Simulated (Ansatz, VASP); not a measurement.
Two plane-wave programs on Bi

Contents of POSCAR:

```
Bi
1.0
   -1.9814305318      1.9814305318      1.9814305318
    1.9814305318     -1.9814305318      1.9814305318
    1.9814305318      1.9814305318     -1.9814305318
Bi
1
Direct
    0.0000000000      0.0000000000      0.0000000000
```

Contents of INCAR.step1:

```
SYSTEM = Bi
ALGO = Normal ; EDIFF = 1E-5
ENCUT = 600 ; GGA = PE
ISMEAR = -1 ; LASPH = .True.
LCHARG = .False. ; LREAL = .False.
LWAVE = .True. ; NBANDS = 14
NELM = 100 ; PREC = Accurate
SIGMA = 0.05
```

Contents of INCAR.step2:

```
SYSTEM = Bi
AEXX = 0.25 ; ALGO = Normal
EDIFF = 1E-6 ; EDIFFG = -0.01
ENCUT = 600 ; GGA = PS
IBRION = 2 ; ISIF = 3
ISMEAR = -1 ; ISTART = 1
LASPH = .True. ; LCHARG = .False.
LHFCALC = .True. ; LREAL = .False.
LWAVE = .False. ; NELM = 100
NSW = 60 ; PREC = Accurate
PRECFOCK = Normal ; SIGMA = 0.05
```

File KPOINTS:

```
k-points
0
Gamma
  5 5 5
  0 0 0
```

The input input.yaml:

```yaml
crystal:
  lattice:
    - [-1.9814305318, 1.9814305318, 1.9814305318]
    - [1.9814305318, -1.9814305318, 1.9814305318]
    - [1.9814305318, 1.9814305318, -1.9814305318]
  atoms:
    - { symbol: Bi, position: [0.0, 0.0, 0.0] }
hamiltonian:
  xc: { exchange: pbesol, correlation: pbesol, exx: { coeff: 0.25 } }
  pseudopotentials: { kind: paw }
kpoints:
  mp_grid: { grid: [5, 5, 5] }
scf:
  occupations: { method: fermi_dirac, width: 0.05 }
output:
  forces: true
  stress: true
relax:
  f_tol: 0.01
  max_steps: 40
  cell: { stress_tol: 0.05 }
```

Alike in both runs: task relaxation of cell and atoms; functional PBEsol-based global hybrid; k mesh 5 × 5 × 5; occupations fermi-dirac, width 0.05 eV; no spin polarisation.

|  | VASP | Ansatz |
| --- | --- | --- |
| version | VASP 6.6.1 | Ansatz 0.2.0 |
| potentials or method | VASP PAW PBE potentials, release 64 (Bi_d) | Ansatz PAW |
| plane-wave cutoff (eV) | 600 | 420 |
| valence electrons in the cell | 15 | 15 |

```csv
,VASP,Ansatz,Ansatz less VASP
"gap on the k mesh at the Fermi level, each at its own relaxed structure (eV)",none,none,-
relaxed volume (Å³/atom),28.97,29.03,+0.058
relaxed cell length with the largest relative difference (Å),3.351,3.353,+0.0022
```

VASP's potentials were made for PBE, not for PBEsol-based global hybrid. A gap of «none» marks a metal or a gap that the smearing closes.

The k mesh is coarse, so the values compare programs but aren't converged. Neither program's run includes spin-orbit coupling. Noted on Ansatz's run: the plane-wave basis is chosen anew once the cell has moved, so the energies of steps on either side of that aren't comparable.
